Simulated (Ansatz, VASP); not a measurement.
**Two plane-wave programs on C**

The input INCAR:

```
SYSTEM = C
  PREC = Accurate
  ENCUT = 520
  EDIFF = 1E-8
  ISMEAR = -1
  SIGMA = 0.05
  LREAL = .FALSE.
  LASPH = .TRUE.
  NELM = 80
  ALGO = Normal
  ISIF = 2
  LWAVE = .FALSE.
  LCHARG = .FALSE.
  GGA = PS
  LEFG = .TRUE.
  NBANDS = 11
```

KPOINTS

```
regular mesh
0
G
  18 18 18
  0 0 0
```

Contents of POSCAR:

```
C
1.0
    0.0000000000      2.1270000000      3.2475600000
    1.2280000000      0.0000000000      3.2475600000
    1.2280000000      2.1270000000      0.0000000000
C
2
Direct
    0.1666700000      0.8333300000      0.1666700000
    0.8333300000      0.1666700000      0.8333300000
```

Input for Ansatz:

```yaml
crystal:
  lattice:
    - [0.0, 2.127, 3.24756]
    - [1.228, 0.0, 3.24756]
    - [1.228, 2.127, 0.0]
  atoms:
    - { symbol: C, position: [0.16667, 0.83333, 0.16667] }
    - { symbol: C, position: [0.83333, 0.16667, 0.83333] }
kpoints:
  mp_grid: { grid: [18, 18, 18] }
scf:
  occupations: { method: fermi_dirac, width: 0.05 }
hamiltonian:
  xc: pbesol
  pseudopotentials: { kind: paw }
output:
  forces: true
  stress: true
  eigenvalues: true
  efg: { contact_densities: true }
  write_density: true
  write_potential: true
  elf: true
  volumetric_format: npy
```

Change from the starting cell: zz strain of -3 %, PAW files.

Alike in both runs: task electric field gradients; functional PBEsol; k mesh 18 × 18 × 18; occupations fermi-dirac, width 0.05 eV; no spin polarisation.

|  | VASP | Ansatz |
| --- | --- | --- |
| version | VASP 6.6.1 | Ansatz 0.2.0 |
| potentials or method | VASP PAW PBE potentials, release 64 (C) | PAW with Ansatz's default frozen-core files, scalar-relativistic |
| plane-wave cutoff (eV) | 520 | 420 |
| valence electrons in the cell | 8 | 8 |

```csv
,VASP,Ansatz,Ansatz less VASP
pressure (GPa),2.5,1.8,-0.71
"traceless stress, the component that is largest in VASP (GPa)",-0.60,-0.98,-0.380
size of Vzz on the site where it differs most (V/Å²),31.8,24.3,-7.50
```

VASP's potentials were made for PBE, not for PBEsol.
